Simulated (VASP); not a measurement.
# Cd (Im-3m) in VASP: further runs, part 2 of 2

VASP 6.6.1. Earlier steps stand in the parts before.

## (6) Single point, PBE (volume scaled by 1.10)

The input, INCAR:

```
ALGO = Normal ; EDIFF = 1E-6
ENCUT = 520 ; GGA = PE
ISIF = 2 ; ISMEAR = 0
LASPH = T ; LCHARG = F
LREAL = F ; LWAVE = F
NBANDS = 12 ; NELM = 100
PREC = Accurate ; SIGMA = 0.1
```

The input, KPOINTS:

```
k-points
0
Gamma
  16 16 16
```

The input, POSCAR:

```
Cd
1.0
   -1.8580954323      1.8580954323      1.8580954323
    1.8580954323     -1.8580954323      1.8580954323
    1.8580954323      1.8580954323     -1.8580954323
Cd
1
Direct
    0.0000000000      0.0000000000      0.0000000000
```

Potentials or basis: VASP PAW PBE potentials, release 64 (Cd).

Launch:

```console
> cat potpaw_PBE.64/Cd/POTCAR > POTCAR
> mpirun -np 1 vasp_std > vasp.out
```

OUTCAR:

```text
EDIFF = 1E-6
   ENCUT = 520
   GGA = PE
   ISIF = 2
   ISMEAR = 0
   LASPH = T
   LREAL = F
   NELM = 100
   PREC = Accurate

 ion  position               nearest neighbor table
   1  0.000  0.000  0.000-

  LATTYP: Found a body centered cubic cell.
 ALAT       =     3.7161908646

  Lattice vectors:

 A1 = (  -1.8580954323,   1.8580954323,   1.8580954323)
 A2 = (   1.8580954323,  -1.8580954323,   1.8580954323)
 A3 = (   1.8580954323,   1.8580954323,  -1.8580954323)

Analysis of symmetry for initial positions (statically):
=====================================================================
 Subroutine PRICEL returns:
 Original cell was already a primitive cell.

 Routine SETGRP: Setting up the symmetry group for a
 body centered cubic supercell.

 Subroutine GETGRP returns: Found 48 space group operations
 (whereof 48 operations were pure point group operations)
 out of a pool of 48 trial point group operations.

The static configuration has the point symmetry O_h .

Analysis of symmetry for dynamics (positions and initial velocities):
=====================================================================
 Subroutine PRICEL returns:
 Original cell was already a primitive cell.

 Routine SETGRP: Setting up the symmetry group for a
 body centered cubic supercell.

 Subroutine GETGRP returns: Found 48 space group operations
 (whereof 48 operations were pure point group operations)
 out of a pool of 48 trial point group operations.

The dynamic configuration has the point symmetry O_h .

 Subroutine INISYM returns: Found 48 space group operations
 (whereof 48 operations are pure point group operations),
 and found     1 'primitive' translations

----------------------------------------------------------------------------------------

                                     Primitive cell

  volume of cell :      25.6604

  direct lattice vectors                    reciprocal lattice vectors
[... 111 lines left out ...]
   LHFCALC =     F    Hartree Fock is set to
   AEXX    =    0.0000 exact exchange contribution
   IVDW    =     0    specifies the selected vdW correction
   LEPSILON=     F    determine dielectric tensor
   LRPA    =     F    only Hartree local field effects (RPA)
 non-spin polarized calculation
 Gauss-broadening in eV      SIGMA  =   0.10
  energy-cutoff  :      520.00
  volume of cell :       25.66
 maximum number of plane-waves:       707
   NGX = 11   NGY = 11   NGZ = 11

 number of electron      11.9999995 magnetization

 Free energy of the ion-electron system (eV)
  ---------------------------------------------------
  ext. energy  EPLUGINS =         0.00000000
  ---------------------------------------------------
  free energy    TOTEN  =        -0.67569226 eV

  energy without entropy =       -0.67367046  energy(sigma->0) =       -0.67468136

 E-fermi :   1.7707     XC(G=0): -10.1552

 val. band max:        1.7698191116   @ k =   0.3750   0.2500   0.0000
 cond. band min:       1.8056565296   @ k =  -0.3750  -0.3750   0.0625
 fundamental gap:      0.0358374180
 Fermi energy:         1.7706599721

 k-point     1 :       0.0000    0.0000    0.0000
  band No.  band energies     occupation
      1      -7.0550      2.00000
      2      -7.0550      2.00000
      3      -7.0550      2.00000
      4      -6.5895      2.00000
      5      -6.5895      2.00000
      6      -5.8948      2.00000
      7      16.0556      0.00000
      8      16.0556      0.00000
      9      16.0556      0.00000
     10      16.5893      0.00000
     11      16.5893      0.00000
     12      16.5893      0.00000
[... 331 lines left out ...]
 k-point    24 :       0.2500    0.1875    0.0000
  band No.  band energies     occupation
      1      -7.2208      2.00000
      2      -7.0779      2.00000
      3      -6.6771      2.00000
      4      -6.6606      2.00000
      5      -6.5018      2.00000
      6      -2.1759      2.00000
      7       5.3664      0.00000
      8       7.0992      0.00000
      9      11.0358      0.00000
     10      16.0227      0.00000
     11      17.3517      0.00000
     12      19.8159      0.00000

 [... further k-points ...]

------------------------ aborting loop because EDIFF is reached ----------------------------------------

  FORCE on cell =-STRESS in cart. coord.  units (eV):
  Direction    XX          YY          ZZ          XY          YZ          ZX
  --------------------------------------------------------------------------------------
  -------------------------------------------------------------------------------------
  Total       -0.4027137     -0.4027137     -0.4027137      0.0000000      0.0000000     -0.0000000
  in kB      -25.1444938    -25.1444938    -25.1444938      0.0000000      0.0000000     -0.0000000
  external PRESSURE =     -25.1444938 kB  Pullay stress =       0.0000000 kB

 VOLUME and BASIS-vectors are now :
 -----------------------------------------------------------------------------
  energy-cutoff  :      520.00
  volume of cell :       25.66
      direct lattice vectors                 reciprocal lattice vectors
    -1.858095432  1.858095432  1.858095432     0.000000000  0.269092745  0.269092745
     1.858095432 -1.858095432  1.858095432     0.269092745  0.000000000  0.269092745
     1.858095432  1.858095432 -1.858095432     0.269092745  0.269092745  0.000000000

 POSITION                                       TOTAL-FORCE (eV/Angst)
 -----------------------------------------------------------------------------------
      0.00000      0.00000      0.00000        -0.000000      0.000000      0.000000
 -----------------------------------------------------------------------------------
    total drift:                                0.000000      0.000000     -0.000000

  FREE ENERGIE OF THE ION-ELECTRON SYSTEM (eV)
  ---------------------------------------------------
  free  energy   TOTEN  =        -0.6756922598 eV

  energy  without entropy=       -0.6736704614  energy(sigma->0) =       -0.67468136
```

OSZICAR:

```text
N       E                     dE             d eps       ncg     rms          rms(c)
DAV:   1     0.680763723777E+02    0.68076E+02   -0.68251E+03  3704   0.962E+02
DAV:   2     0.611676622779E+00   -0.67465E+02   -0.64303E+02  3808   0.229E+02
DAV:   3    -0.701240127456E+00   -0.13129E+01   -0.13123E+01  4116   0.355E+01
DAV:   4    -0.702877425969E+00   -0.16373E-02   -0.16373E-02  3816   0.127E+00
DAV:   5    -0.702881729153E+00   -0.43032E-05   -0.43033E-05  4032   0.637E-02    0.206E+00
DAV:   6    -0.675704845298E+00    0.27177E-01   -0.78219E-02  3972   0.332E+00    0.177E+00
DAV:   7    -0.675169403482E+00    0.53544E-03   -0.75472E-03  3740   0.845E-01    0.906E-01
DAV:   8    -0.675646562409E+00   -0.47716E-03   -0.13124E-03  3640   0.468E-01    0.591E-02
DAV:   9    -0.675689230043E+00   -0.42668E-04   -0.24188E-05  4060   0.471E-02    0.712E-03
DAV:  10    -0.675692412572E+00   -0.31825E-05   -0.28444E-06  3600   0.167E-02    0.129E-03
DAV:  11    -0.675692259839E+00    0.15273E-06   -0.18735E-08  1944   0.125E-03
   1 F= -.67569226E+00 E0= -.67468136E+00  d E =-.202180E-02
```

It took 11 s on 1 thread of Intel Xeon 6975P-C (Granite Rapids), shared host; peak memory 0.16 GiB.

Results:

```
Free energy            : -0.6757 eV
Pressure               : -2.5 GPa
Band gap on the k mesh : zero (band 6 reaches 5.12 eV, above the bottom of band 7 at 0.66 eV)
```

## (7) Summary

| cell | gap on the mesh (eV) | pressure (GPa) |
| --- | --- | --- |
| a = 3.086 Å, angles 109.5°, 1 atom | none | 1.6 |
| a = 3.118 Å, angles 109.5°, 1 atom | none | 0.2 |
| a = 3.149 Å, angles 109.5°, 1 atom | none | -0.9 |
| a = 3.179 Å, angles 109.5°, 1 atom | none | -1.7 |
| a = 3.218 Å, angles 109.5°, 1 atom | none | -2.5 |

Alike in all rows: task single point; level PBE; potentials or basis VASP PAW PBE potentials, release 64 (Cd); no spin polarisation; k mesh 16 × 16 × 16; cutoff (eV) 520; smearing gaussian 0.1 eV.

Total energies depend on the potentials used, so only differences within one code and one set of settings carry meaning.
